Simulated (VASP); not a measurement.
A run of VASP 6.6.1 is set up as follows.

File INCAR:

```
SYSTEM = HgTe
PREC = Accurate
ENCUT = 520
EDIFF = 1E-7
ISMEAR = 0
SIGMA = 0.1
LREAL = .False.
LASPH = .True.
NELM = 80
ALGO = Normal
ISIF = 2
LWAVE = .False.
LCHARG = .False.
GGA = PE
NBANDS = 16
```

File KPOINTS:

```
Automatic mesh
0
Gamma
  12 12 12
  0 0 0
```

The input POSCAR:

```
HgTe
1.0
    0.0000000000      3.1628659650      3.1628659650
    3.1628659650      0.0000000000      3.1628659650
    3.1628659650      3.1628659650      0.0000000000
Hg Te
1 1
Direct
    0.0000000000      0.0000000000      0.0000000000
    0.7500000000      0.7500000000      0.7500000000
```

Potentials or basis: VASP PAW PBE potentials, release 64 (Hg, Te).

Launch:

```bash
$ cat potpaw_PBE.64/Hg/POTCAR potpaw_PBE.64/Te/POTCAR > POTCAR
$ mpirun -np 1 vasp_std > vasp.out
```

Task: Estimate the pressure.

Result: 7.7 GPa.

Task: What does it give for the band gap on the k mesh?

Result: Zero (filled and empty bands touch).

Caveat: the cell differs from its parent crystal (strained); spin-orbit coupling is left out, which moves the levels of the heavy elements.
